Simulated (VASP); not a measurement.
Runs of VASP 6.6.1 on SiC. The structure is that of space group P6_3mc (No. 186), or close to it. The cells are those of the table. 

| cell | gap on the mesh (eV) | pressure (GPa) | largest force (eV/Å) |
| --- | --- | --- | --- |
| a = 3.185, b = 3.185, c = 5.074 Å, angles 90.0, 90.0, 120.0°, 4 atoms | 2.47 | -11.1 | 0.21 |
| a = 2.999, b = 2.999, c = 5.074 Å, angles 90.0, 90.0, 120.0°, 4 atoms | (b) | 15.0 | 0.36 |
| a = 3.046, b = 3.046, c = 5.074 Å, angles 90.0, 90.0, 120.0°, 4 atoms | 2.19 | 6.9 | 0.16 |
| a = 2.906, b = 2.906, c = 5.074 Å, angles 90.0, 90.0, 120.0°, 4 atoms | 1.78 | 35.2 | 0.89 |
| a = 3.278, b = 3.278, c = 5.074 Å, angles 90.0, 90.0, 120.0°, 4 atoms | 2.16 | -19.0 | 0.32 |
| a = 3.138, b = 3.138, c = 5.074 Å, angles 90.0, 90.0, 120.0°, 4 atoms | 2.41 | (c) | 0.12 |
| a = 3.231, b = 3.231, c = 5.074 Å, angles 90.0, 90.0, 120.0°, 4 atoms | 2.30 | (a) | 0.28 |
| a = 3.254, b = 3.254, c = 5.074 Å, angles 90.0, 90.0, 120.0°, 4 atoms | 2.23 | -17.3 | 0.30 |

Alike in all rows: task single point; level PBE; potentials or basis VASP PAW PBE potentials, release 64 (Si, C); no spin polarisation; k mesh 12 × 12 × 6; cutoff (eV) 520; smearing gaussian 0.05 eV.

**Question.** Estimate the missing entries.

**Answer.** (a) -15.4; (b) 2.07; (c) -6.0.

Caveats: the cell stands under tension (at least some runs); the cell stands under pressure (at least some runs).

A k mesh can miss the band edges.
